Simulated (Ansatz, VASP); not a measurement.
**HfVAs: VASP beside Ansatz**

File POSCAR:

```
HfVAs
1.0
    3.8799570000      0.0000000000      0.0000000000
    0.0000000000      3.8799570000      0.0000000000
    0.0000000000      0.0000000000      7.5730040000
V Hf As
2 2 2
Direct
    0.0000000000      0.0000000000      0.0000000000
    0.5000000000      0.5000000000      0.0000000000
    0.5000000000      0.0000000000      0.6400000000
    0.0000000000      0.5000000000      0.3600000000
    0.5000000000      0.0000000000      0.2550000000
    0.0000000000      0.5000000000      0.7450000000
```

File INCAR.step1:

```
SYSTEM = HfVAs
PREC = Accurate
ENCUT = 520
ISMEAR = -1
SIGMA = 0.1
LREAL = .False.
LASPH = .True.
NELM = 60
NBANDS = 37
GGA = PE
ALGO = Normal
EDIFF = 1E-4
LWAVE = .True.
LCHARG = .False.
```

INCAR.step2

```
SYSTEM = HfVAs
PREC = Accurate
ENCUT = 520
EDIFF = 1E-6
ISMEAR = -1
SIGMA = 0.1
LREAL = .False.
LASPH = .True.
NELM = 60
ALGO = Normal
ISIF = 2
LWAVE = .False.
LCHARG = .True.
METAGGA = R2SCAN
LMIXTAU = .True.
LELF = .True.
LVHAR = .True.
NBANDS = 37
ISTART = 1
```

The input KPOINTS:

```
regular mesh
0
Gamma
  9 9 5
  0 0 0
```

Input for Ansatz:

```yaml
crystal:
  lattice:
    - [3.879957, 0.0, 0.0]
    - [0.0, 3.879957, 0.0]
    - [0.0, 0.0, 7.573004]
  atoms:
    - { symbol: V, position: [0.0, 0.0, 0.0] }
    - { symbol: V, position: [0.5, 0.5, 0.0] }
    - { symbol: Hf, position: [0.5, 0.0, 0.64] }
    - { symbol: Hf, position: [0.0, 0.5, 0.36] }
    - { symbol: As, position: [0.5, 0.0, 0.255] }
    - { symbol: As, position: [0.0, 0.5, 0.745] }
  symmetry: { tolerance: 0.0003 }
kpoints:
  mp_grid: { grid: [9, 9, 5], shift: [0, 0, 0] }
  band_path:
    path:
      - [0.0, 0.0, 0.0]
      - [0.0, 0.5, 0.0]
      - [0.5, 0.5, 0.0]
      - [0.0, 0.0, 0.0]
      - [0.0, 0.0, 0.5]
      - [0.0, 0.5, 0.5]
      - [0.5, 0.5, 0.5]
      - [0.0, 0.0, 0.5]
    npoints: 7
magnetization:
  spin_polarized: false
scf:
  occupations: { method: fermi_dirac }
  lower_state_search: "off"
  max_iter: 200
hamiltonian:
  pseudopotentials: { kind: paw }
  xc: r2scan
basis:
  ecutwfc: 500
  fft_grid_basis: typed
output:
  forces: true
  stress: true
  eigenvalues: true
  bader: true
  populations: true
  elf: true
  write_potential: true
  volumetric_format: npy
  dos:
    e_range: [-12, 8]
    de: 0.05
    projected: { site_lists: { As: [As], Hf: [Hf], V: [V] } }
checkpoint:
  read: saved_state
```

Alike in both runs: task single point; functional r2SCAN; k mesh 9 × 9 × 5; no spin polarisation.

|  | VASP | Ansatz |
| --- | --- | --- |
| version | VASP 6.6.1 | Ansatz 0.2.0 |
| potentials or method | VASP PAW PBE potentials, release 64 (V_sv, Hf_pv, As), cutoff 520 eV | PAW plane waves |
| occupations | fermi-dirac, width 0.1 eV | fermi-dirac |
| valence electrons in the cell | 56 | 108 |

Ansatz gave:

- pressure (GPa): -20.0
- traceless stress, the component that is largest in VASP (GPa): -0.16
- rms of the force components (eV/Å): 0.141

**Question.** What did VASP give for the same quantities?

**Answer.** Pressure (GPa): -20.3; traceless stress, the component that is largest in VASP (GPa): -0.08; rms of the force components (eV/Å): 0.124.

VASP's potentials were made for PBE, not for r2SCAN. Atom by atom the forces differ by 0.018 eV/Å (rms over components). VASP's potentials hold 56 valence electrons a cell and Ansatz's 108, so a difference there can come from the potentials and not from the codes.

Spin-orbit coupling is off throughout.
